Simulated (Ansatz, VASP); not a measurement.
# One calculation of EuS, two programs

```
Eu S
1.0
     0.00000    2.99323    2.99323
     2.99323    0.00000    2.99323
     2.99323    2.99323    0.00000
Eu S
1 1
Direct
  0.50000 0.50000 0.50000
  0.00000 0.00000 0.00000
```

Alike in both runs: functional PBE; k mesh 8 × 8 × 8; occupations gaussian, width 0.02 eV; collinear spin; Hubbard terms Eu f U = 6.0 eV.

Ansatz relaxed the structure, and its values are those at the end. VASP's run is a single point on that final structure, the one shown.

```csv
,VASP,Ansatz
version,VASP 6.6.1,Ansatz 0.2.0
potentials or method,"VASP PAW PBE potentials, release 64 (Eu, S), cutoff 600 eV","scalar-relativistic, plane waves, PAW"
valence electrons in the cell,23,23
```

```csv
,VASP,Ansatz,Ansatz less VASP
gap on the k mesh at the Fermi level (eV),0.50,0.78,+0.280
least direct gap on the mesh (eV),0.77,1.19,+0.428
pressure (GPa),0.3,0.0,-0.31
net moment per atom (μB),3.50,3.50,0.000
size of the moment on the site where the two differ most (μB),6.72,6.87,+0.146
```

Site moments also hang on the region over which each program counts them. The programs project onto different local orbitals, so the same U acts differently, and such runs can settle in different states.

Neither program's run includes spin-orbit coupling.
